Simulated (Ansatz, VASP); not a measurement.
**Two plane-wave programs on Hf**

The input INCAR:

```
  ALGO = Fast
  EDIFF = 1E-6
  ENCUT = 520
  GGA = PE
  ISIF = 2
  ISMEAR = 0
  LASPH = T
  LCHARG = F
  LREAL = F
  LWAVE = F
  NBANDS = 17
  NELM = 100
  PREC = Accurate
  SIGMA = 0.15
```

File KPOINTS:

```
k-points
0
Gamma
  18 18 10
```

Contents of POSCAR:

```
Hf
1.0
    3.2925994799      0.0000000000      0.0000000000
   -1.6462997400      2.8514747941      0.0000000000
    0.0000000000      0.0000000000      5.0578000000
Hf
2
Direct
    0.3333333333      0.6666666667      0.2500000000
    0.6666666667      0.3333333333      0.7500000000
```

Input for Ansatz:

```yaml
crystal:
  lattice:
    - [3.2925994799, 0.0, 0.0]
    - [-1.64629974, 2.8514747941, 0.0]
    - [0.0, 0.0, 5.0578]
  atoms:
    - { symbol: Hf, position: [0.3333333333, 0.6666666667, 0.25] }
    - { symbol: Hf, position: [0.6666666667, 0.3333333333, 0.75] }
basis:
  ecutwfc: 420
kpoints:
  mp_grid: { grid: [18, 18, 10] }
hamiltonian:
  xc: pbe
scf:
  occupations: { method: gaussian, width: 0.15 }
output:
  forces: true
  stress: true
  eigenvalues: true
```

Change from the starting cell: strain +0.030 along x and y, +0.000 along z, atoms carried along.

Alike in both runs: task single point; functional PBE; k mesh 18 × 18 × 10; occupations gaussian, width 0.15 eV; no spin polarisation.

|  | VASP | Ansatz |
| --- | --- | --- |
| version | VASP 6.6.1 | Ansatz 0.2.0 |
| potentials or method | VASP PAW PBE potentials, release 64 (Hf_pv), cutoff 520 eV | scalar-relativistic, plane waves, PAW |
| valence electrons in the cell | 20 | 52 |

|  | VASP | Ansatz | Ansatz less VASP |
| --- | --- | --- | --- |
| gap on the k mesh at the Fermi level (eV) | none | none | - |
| pressure (GPa) | -5.4 | -5.0 | +0.43 |
| traceless stress, the component that is largest in VASP (GPa) | 1.97 | 2.03 | +0.067 |

A gap of «none» marks a metal or a gap that the smearing closes. VASP's potentials hold 20 valence electrons a cell and Ansatz's 52, so a difference there can come from the potentials and not from the codes.

Neither program's run includes spin-orbit coupling.
